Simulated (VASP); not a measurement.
# ZrB2 (P6/mmm) in VASP: further runs, part 2 of 2

VASP 6.6.1. The steps go on from the part before.

### 4 Relaxation of shape and atoms at fixed volume, PBEsol+D3(BJ) (volume scaled by 0.98)

Input file INCAR:

```
SYSTEM = ZrB2
ALGO = Normal ; EDIFF = 1E-6
EDIFFG = -0.01 ; ENCUT = 600
GGA = PS ; IBRION = 2
ISIF = 4 ; ISMEAR = 0
IVDW = 12 ; LASPH = .TRUE.
LCHARG = .FALSE. ; LREAL = .FALSE.
LWAVE = .FALSE. ; NELM = 100
NSW = 60 ; PREC = Accurate
SIGMA = 0.05
```

Input file KPOINTS:

```
k-points
0
G
  8 8 8
  0 0 0
```

Input file POSCAR:

```
ZrB2
1.0
    3.1119714092      0.0000000000      0.0000000000
   -1.5559857046      2.6950462963      0.0000000000
    0.0000000000      0.0000000000      3.4462623336
Zr B
1 2
Direct
    0.0000000000      0.0000000000      0.0000000000
    0.3333333333      0.6666666667      0.5000000000
    0.6666666667      0.3333333333      0.5000000000
```

Potentials or basis: VASP PAW PBE potentials, release 64 (Zr_sv, B).

Started as:

```sh
> cat potpaw_PBE.64/Zr_sv/POTCAR potpaw_PBE.64/B/POTCAR > POTCAR
> mpirun -np 1 vasp_std > vasp.out
```

OUTCAR:

```text
SYSTEM = ZrB2
   EDIFF = 1E-6
   EDIFFG = -0.01
   ENCUT = 600
   GGA = PS
   IBRION = 2
   ISIF = 4
   ISMEAR = 0
   IVDW = 12
   LASPH = .TRUE.
   LREAL = .FALSE.
   NELM = 100
   NSW = 60
   PREC = Accurate
 IVDW          = 12

 ion  position               nearest neighbor table
   1  0.000  0.000  0.000-   2 2.49   3 2.49   2 2.49   3 2.49   3 2.49   3 2.49   2 2.49   2 2.49
                             3 2.49   3 2.49   2 2.49   2 2.49
   2  0.333  0.667  0.500-   3 1.80   3 1.80   3 1.80   1 2.49   1 2.49   1 2.49   1 2.49   1 2.49
                             1 2.49
   3  0.667  0.333  0.500-   2 1.80   2 1.80   2 1.80   1 2.49   1 2.49   1 2.49   1 2.49   1 2.49
                             1 2.49

  LATTYP: Found a hexagonal cell.
 ALAT       =     3.1119714092
 C/A-ratio  =     1.1074209498

  Lattice vectors:

 A1 = (   3.1119714092,   0.0000000000,   0.0000000000)
 A2 = (  -1.5559857046,   2.6950462963,   0.0000000000)
 A3 = (   0.0000000000,   0.0000000000,   3.4462623336)

Analysis of symmetry for initial positions (statically):
=====================================================================
 Subroutine PRICEL returns:
 Original cell was already a primitive cell.

 Routine SETGRP: Setting up the symmetry group for a
 hexagonal supercell.

 Subroutine GETGRP returns: Found 24 space group operations
 (whereof 24 operations were pure point group operations)
 out of a pool of 24 trial point group operations.

The static configuration has the point symmetry D_6h.

Analysis of symmetry for dynamics (positions and initial velocities):
=====================================================================
 Subroutine PRICEL returns:
 Original cell was already a primitive cell.

 Routine SETGRP: Setting up the symmetry group for a
 hexagonal supercell.

 Subroutine GETGRP returns: Found 24 space group operations
 (whereof 24 operations were pure point group operations)
 out of a pool of 24 trial point group operations.

The dynamic configuration has the point symmetry D_6h.

 Subroutine INISYM returns: Found 24 space group operations
 (whereof 24 operations are pure point group operations),
 and found     1 'primitive' translations

----------------------------------------------------------------------------------------

                                     Primitive cell

  volume of cell :      28.9035

  direct lattice vectors                    reciprocal lattice vectors
     3.111971409  0.000000000  0.000000000     0.321339713  0.185525570  0.000000000
    -1.555985705  2.695046296  0.000000000     0.000000000  0.371051140  0.000000000
     0.000000000  0.000000000  3.446262334     0.000000000  0.000000000  0.290169437

  length of vectors
     3.111971409  3.111971409  3.446262334     0.371051140  0.371051140  0.290169437

  position of ions in fractional coordinates (direct lattice)
     0.000000000  0.000000000  0.000000000
     0.333333333  0.666666667  0.500000000
     0.666666667  0.333333333  0.500000000

  ion indices of the primitive-cell ions
   primitive index   ion index
                 1           1
                 2           2
                 3           3
[... 120 lines left out ...]
  free energy    TOTEN  =       -26.35007140 eV

  energy without entropy =      -26.34942173  energy(sigma->0) =      -26.34974657

------------------------ aborting loop because EDIFF is reached ----------------------------------------

 Edisp (eV)   -1.16465

 E8    (eV) :    -0.7808

  FORCE on cell =-STRESS in cart. coord.  units (eV):
  Direction    XX          YY          ZZ          XY          YZ          ZX
  --------------------------------------------------------------------------------------
  -------------------------------------------------------------------------------------
  Total       1.10430     1.10430     1.03781     0.00000     0.00000     0.00000
  in kB      61.21332    61.21332    57.52794     0.00000     0.00000     0.00000
  external pressure =       59.98 kB  Pullay stress =        0.00 kB

 VOLUME and BASIS-vectors are now :
 -----------------------------------------------------------------------------
  energy-cutoff  :      600.00
  volume of cell :       28.90
      direct lattice vectors                 reciprocal lattice vectors
     3.111971409  0.000000000  0.000000000     0.321339713  0.185525570  0.000000000
    -1.555985705  2.695046296  0.000000000     0.000000000  0.371051140  0.000000000
     0.000000000  0.000000000  3.446262334     0.000000000  0.000000000  0.290169437

 POSITION                                       TOTAL-FORCE (eV/Angst)
 -----------------------------------------------------------------------------------
      0.00000      0.00000      0.00000         0.000000      0.000000     -0.000000
     -0.00000      1.79670      1.72313         0.000000     -0.000000     -0.000000
      1.55599      0.89835      1.72313        -0.000000      0.000000      0.000000
 -----------------------------------------------------------------------------------
    total drift:                               -0.000000      0.000000      0.000000

  FREE ENERGIE OF THE ION-ELECTRON SYSTEM (eV)
  ---------------------------------------------------
  free  energy   TOTEN  =       -27.5147238302 eV

  energy  without entropy=      -27.5140741527  energy(sigma->0) =      -27.51439899

--------------------------------------- Ionic step        2  -------------------------------------------

 number of electron      18.0000000 magnetization

 Free energy of the ion-electron system (eV)
  ---------------------------------------------------
  ext. energy  EPLUGINS =         0.00000000
  ---------------------------------------------------
  free energy    TOTEN  =       -26.35007787 eV

  energy without entropy =      -26.34942910  energy(sigma->0) =      -26.34975348

 E-fermi :  11.0466     XC(G=0): -12.8305

 val. band max:       10.9260103005   @ k =   0.1250   0.0000   0.3750
 cond. band min:      11.0539716961   @ k =   0.1250   0.1250   0.2500
 fundamental gap:      0.1279613956
 Fermi energy:        11.0465613967

 k-point     1 :       0.0000    0.0000    0.0000
  band No.  band energies     occupation
      1     -37.1652      2.00000
      2     -15.4328      2.00000
      3     -14.7742      2.00000
      4     -14.7742      2.00000
      5      -1.8462      2.00000
      6       8.3223      2.00000
      7       8.3223      2.00000
      8       8.3800      2.00000
      9       8.9028      2.00000
     10      14.8033      0.00000
     11      14.8033      0.00000
     12      15.7083      0.00000
     13      15.7083      0.00000
[... 354 lines left out ...]
  band No.  band energies     occupation
      1     -37.0247      2.00000
      2     -15.7261      2.00000
      3     -15.4557      2.00000
      4     -14.9722      2.00000
      5       0.8998      2.00000
      6       3.8513      2.00000
      7       7.2113      2.00000
      8       7.7847      2.00000
      9       8.5123      2.00000
     10      12.9355      0.00000
     11      14.7645      0.00000
     12      16.6278      0.00000
     13      16.7131      0.00000

 [... further k-points ...]

------------------------ aborting loop because EDIFF is reached ----------------------------------------

 Edisp (eV)   -1.16467

 E8    (eV) :    -0.7808

  FORCE on cell =-STRESS in cart. coord.  units (eV):
  Direction    XX          YY          ZZ          XY          YZ          ZX
  --------------------------------------------------------------------------------------
  -------------------------------------------------------------------------------------
  Total       1.07412     1.07412     1.08199     0.00000     0.00000    -0.00000
  in kB      59.54067    59.54067    59.97665     0.00000     0.00000    -0.00000
  external pressure =       59.69 kB  Pullay stress =        0.00 kB

 VOLUME and BASIS-vectors are now :
 -----------------------------------------------------------------------------
  energy-cutoff  :      600.00
  volume of cell :       28.90
      direct lattice vectors                 reciprocal lattice vectors
     3.113080843  0.000000000  0.000000000     0.321225195  0.185459453  0.000000000
    -1.556540421  2.696007094  0.000000000     0.000000000  0.370918905  0.000000000
     0.000000000  0.000000000  3.443806427     0.000000000 -0.000000000  0.290376367

 POSITION                                       TOTAL-FORCE (eV/Angst)
 -----------------------------------------------------------------------------------
      0.00000      0.00000      3.44381        -0.000000      0.000000     -0.000000
     -0.00000      1.79734      1.72190        -0.000000      0.000000     -0.000000
      1.55654      0.89867      1.72190         0.000000      0.000000      0.000000
 -----------------------------------------------------------------------------------
    total drift:                               -0.000000      0.000000      0.000000

  FREE ENERGIE OF THE ION-ELECTRON SYSTEM (eV)
  ---------------------------------------------------
  free  energy   TOTEN  =       -27.5147430572 eV

  energy  without entropy=      -27.5140942851  energy(sigma->0) =      -27.51441867

 reached required accuracy - stopping structural energy minimisation
```

OSZICAR:

```text
N       E                     dE             d eps       ncg     rms          rms(c)
DAV:   1     0.123679859147E+03    0.12368E+03   -0.10985E+04  1300   0.156E+03
DAV:   2    -0.223391113844E+02   -0.14602E+03   -0.14194E+03  1493   0.364E+02
DAV:   3    -0.288696388697E+02   -0.65305E+01   -0.64886E+01  2139   0.656E+01
DAV:   4    -0.289733579351E+02   -0.10372E+00   -0.10369E+00  1584   0.810E+00
DAV:   5    -0.289762970350E+02   -0.29391E-02   -0.29390E-02  2043   0.927E-01    0.254E+01
DAV:   6    -0.264009965050E+02    0.25753E+01   -0.71817E+00  1566   0.201E+01    0.108E+01
DAV:   7    -0.263535781582E+02    0.47418E-01   -0.87627E-01  2005   0.638E+00    0.366E+00
DAV:   8    -0.263525481987E+02    0.10300E-02   -0.10093E-01  1554   0.306E+00    0.781E-01
DAV:   9    -0.263501171766E+02    0.24310E-02   -0.14091E-02  1596   0.104E+00    0.135E-01
DAV:  10    -0.263500655037E+02    0.51673E-04   -0.69174E-04  1642   0.250E-01    0.421E-02
DAV:  11    -0.263500717529E+02   -0.62491E-05   -0.23380E-05  1758   0.546E-02    0.152E-02
DAV:  12    -0.263500714042E+02    0.34867E-06   -0.19040E-06  1144   0.165E-02
   1 F= -.27514724E+02 E0= -.27514399E+02  d E =-.275147E+02
       N       E                     dE             d eps       ncg     rms          rms(c)
DAV:   1    -0.263501288847E+02   -0.57132E-04   -0.37656E-03  1390   0.621E-01    0.438E-02
DAV:   2    -0.263500924380E+02    0.36447E-04   -0.83136E-05  1520   0.797E-02    0.243E-02
DAV:   3    -0.263500779373E+02    0.14501E-04   -0.37812E-05  1485   0.558E-02    0.510E-03
DAV:   4    -0.263500778687E+02    0.68596E-07   -0.74731E-07   950   0.809E-03
   2 F= -.27514743E+02 E0= -.27514419E+02  d E =-.192270E-04
```

It took 36 s on 1 thread of AMD EPYC 9R45 (Zen 5), shared host; peak memory 0.15 GiB.

What came out:

| Property | Result |
| --- | --- |
| Free energy | -27.5147 eV |
| Energy gained by relaxing | 0.0 meV/atom |
| Ionic steps | 2 |
| Pressure after relaxing | 6.0 GPa |
| Band gap on the k mesh | zero (band 9 reaches 11.65 eV, above the bottom of band 10 at 11.05 eV) |
| Dispersion energy per atom | -0.388 eV |

Final structure:
```cif
data_structure
_symmetry_space_group_name_H-M 'P 1'
_symmetry_Int_Tables_number 1
_cell_length_a 3.1131
_cell_length_b 3.1131
_cell_length_c 3.4438
_cell_angle_alpha 90.000
_cell_angle_beta 90.000
_cell_angle_gamma 120.000
_cell_volume 28.90
loop_
_atom_site_label
_atom_site_type_symbol
_atom_site_fract_x
_atom_site_fract_y
_atom_site_fract_z
_atom_site_occupancy
Zr1 Zr 0.00000 0.00000 0.00000 1
B1 B 0.33333 0.66667 0.50000 1
B2 B 0.66667 0.33333 0.50000 1
```

Levels at points of the mesh, in eV from the Fermi level:
| k point | band 5 | band 6 | band 7 | band 8 | band 9 | band 10 | band 11 | band 12 | band 13 |
| --- | --- | --- | --- | --- | --- | --- | --- | --- | --- |
| (0.00, 0.00, 0.00) | -12.89 | -2.72 | -2.72 | -2.67 | -2.14 | 3.76 | 3.76 | 4.66 | 4.66 |
| (0.50, 0.00, 0.00) | -9.15 | -8.39 | -3.99 | -3.04 | -2.82 | 2.47 | 2.56 | 5.39 | 5.53 |
| (0.00, 0.00, 0.50) | -10.55 | -7.05 | -0.92 | -0.92 | 0.33 | 0.33 | 0.90 | 0.90 | 2.18 |
| (0.50, 0.00, 0.50) | -10.12 | -6.92 | -4.79 | -4.27 | -1.76 | 4.23 | 4.46 | 5.83 | 7.04 |

Caveat: the cell differs from its parent crystal (volume scaled by 0.98); the PAW data sets were made with another functional, which shifts forces and pressure a little; pairwise dispersion overbinds metals, which lowers pressure and volume.

### 5 Relaxation of shape and atoms at fixed volume, PBE+D4 (volume scaled by 0.98)

Input file INCAR:

```
PREC = Accurate ; ENCUT = 600
EDIFF = 1E-6 ; ISMEAR = 0
SIGMA = 0.05 ; LREAL = F
LASPH = T ; NELM = 80
ALGO = Normal ; ISIF = 4
LWAVE = F ; LCHARG = F
GGA = PE ; IVDW = 13
IBRION = 2 ; NSW = 60
EDIFFG = -0.01
```

Input file KPOINTS:

```
regular mesh
0
Gamma
  8 8 8
```

Input file POSCAR:

```
ZrB2
1.0
    3.1335403435      0.0000000000      0.0000000000
   -1.5667701717      2.7137255413      0.0000000000
    0.0000000000      0.0000000000      3.4685918797
Zr B
1 2
Direct
    0.0000000000      0.0000000000      0.0000000000
    0.3333333333      0.6666666667      0.5000000000
    0.6666666667      0.3333333333      0.5000000000
```

Started as:

```sh
> cat potpaw_PBE.64/Zr_sv/POTCAR potpaw_PBE.64/B/POTCAR > POTCAR
> mpirun -np 1 vasp_std > vasp.out
```

Run time: 40 s. Hardware: 1 thread of AMD EPYC 9R45 (Zen 5), shared host; peak memory 0.14 GiB.

Results (log left out):

| Item | Value |
| --- | --- |
| Free energy | -25.9181 eV |
| Energy gained by relaxing | 0.0 meV/atom |
| Ionic steps | 2 |
| Pressure after relaxing | 5.4 GPa |
| Band gap on the k mesh | zero (band 9 reaches 11.52 eV, above the bottom of band 10 at 10.95 eV) |
| Dispersion energy per atom | -0.330 eV |

Final structure:
```xyz
3
Lattice="3.1351 0.0000 0.0000 -1.5675 2.7150 0.0000 0.0000 0.0000 3.4652" Properties=species:S:1:pos:R:3 pbc="T T T"
Zr    3.1351    0.0000    0.0000
B     0.0000    1.8100    1.7326
B     1.5675    0.9050    1.7326
```

Levels at points of the mesh, in eV from the Fermi level:
```csv
k point,band 6,band 7,band 8,band 9,band 10,band 11,band 12,band 13
"(0.00, 0.00, 0.00)",-2.72,-2.72,-2.60,-2.21,3.64,3.64,4.52,4.52
"(0.50, 0.00, 0.00)",-8.48,-3.93,-3.07,-2.75,2.39,2.49,5.20,5.34
"(0.00, 0.00, 0.50)",-7.01,-0.97,-0.97,0.32,0.32,0.87,0.87,2.13
"(0.50, 0.00, 0.50)",-6.96,-4.75,-4.21,-1.86,4.12,4.31,5.62,6.79
```

Caveat: the cell differs from its parent crystal (volume scaled by 0.98); pairwise dispersion overbinds metals, which lowers pressure and volume.

### 6 Relaxation of shape and atoms at fixed volume, PBEsol+D3(BJ)

This run uses another cell than the first one, of 9.83 Å³/atom, 1.021 times its volume.

Input file INCAR:

```
  ALGO = Normal
  EDIFF = 1E-6
  EDIFFG = -0.01
  ENCUT = 600
  GGA = PS
  IBRION = 2
  ISIF = 4
  ISMEAR = 0
  IVDW = 12
  LASPH = True
  LCHARG = False
  LREAL = False
  LWAVE = False
  NELM = 100
  NSW = 60
  PREC = Accurate
  SIGMA = 0.05
```

Input file KPOINTS:

```
k-points
0
Gamma
  8 8 8
```

Input file POSCAR:

```
ZrB2
1.0
    3.1352385145      0.0000000000      0.0000000000
   -1.5676192572      2.7151962004      0.0000000000
    0.0000000000      0.0000000000      3.4645934760
Zr B
1 2
Direct
    0.0000000000      0.0000000000      0.0000000000
    0.3333333333      0.6666666667      0.5000000000
    0.6666666667      0.3333333333      0.5000000000
```

Potentials or basis: VASP PAW PBE potentials, release 64 (Zr_sv, B).

Started as:

```sh
> cat potpaw_PBE.64/Zr_sv/POTCAR potpaw_PBE.64/B/POTCAR > POTCAR
> mpirun -np 1 vasp_std > vasp.out
```

Run time: 38 s. Hardware: 1 thread of AMD EPYC 9R45 (Zen 5), shared host; peak memory 0.15 GiB.

The run converged. Its results:

* Free energy: -27.5268 eV
* Energy gained by relaxing: 0.0 meV/atom
* Ionic steps: 2
* Pressure after relaxing: 0.4 GPa
* Band gap on the k mesh: zero (band 9 reaches 11.42 eV, above the bottom of band 10 at 10.83 eV)
* Dispersion energy per atom: -0.380 eV

Step by step:
| step | energy change (eV) | largest force (eV/Å) | pressure (GPa) | volume (Å³) |
| --- | --- | --- | --- | --- |
| 1 | 0.0000 | 0.0000 | 0.43 | 29.49 |
| 2 | -0.0001 | 0.0000 | 0.44 | 29.49 |

Final structure:
```
Zr B
1.0
     3.13279    0.00000    0.00000
    -1.56640    2.71308    0.00000
     0.00000    0.00000    3.47000
Zr B
1 2
Direct
  0.00000 0.00000 0.00000
  0.33333 0.66667 0.50000
  0.66667 0.33333 0.50000
```

Levels at points of the mesh, in eV from the Fermi level:
```
           k point  band 5  band 6  band 7  band 8  band 9  band 10  band 11  band 12  band 13
(0.00, 0.00, 0.00)  -12.81   -2.68   -2.68   -2.62   -2.17     3.66     3.66     4.54     4.54
(0.50, 0.00, 0.00)   -9.07   -8.39   -3.93   -3.02   -2.76     2.43     2.50     5.26     5.39
(0.00, 0.00, 0.50)  -10.56   -7.00   -0.91   -0.91    0.34     0.34     0.88     0.88     2.10
(0.50, 0.00, 0.50)  -10.02   -6.91   -4.71   -4.21   -1.81     4.10     4.35     5.68     6.82
```

Caveat: the PAW data sets were made with another functional, which shifts forces and pressure a little; pairwise dispersion overbinds metals, which lowers pressure and volume.

### 7 The runs side by side

```tsv
level	cell	gap on the mesh (eV)	pressure (GPa)
PBE+D4	relaxed from a = 3.114, b = 3.114, c = 3.441 Å, angles 90.0, 90.0, 120.0°, 3 atoms	none	11.2
PBEsol+D3(BJ)	relaxed from a = 3.107, b = 3.107, c = 3.447 Å, angles 90.0, 90.0, 120.0°, 3 atoms	none	6.8
PBEsol+D3(BJ)	relaxed from a = 3.112, b = 3.112, c = 3.446 Å, angles 90.0, 90.0, 120.0°, 3 atoms	none	6.0
PBE+D4	relaxed from a = 3.134, b = 3.134, c = 3.469 Å, angles 90.0, 90.0, 120.0°, 3 atoms	none	5.4
PBEsol+D3(BJ)	relaxed from a = 3.135, b = 3.135, c = 3.465 Å, angles 90.0, 90.0, 120.0°, 3 atoms	none	0.4
```

Alike in all rows: task relaxation of shape and atoms at fixed volume; potentials or basis VASP PAW PBE potentials, release 64 (Zr_sv, B); no spin polarisation; k mesh 8 × 8 × 8; cutoff (eV) 600; smearing gaussian 0.05 eV.

Caveats: pairwise dispersion overbinds metals, which lowers pressure and volume; the PAW data sets were made with another functional, which shifts forces and pressure a little (some runs).

Absolute energies hang on the potentials; compare differences alone.
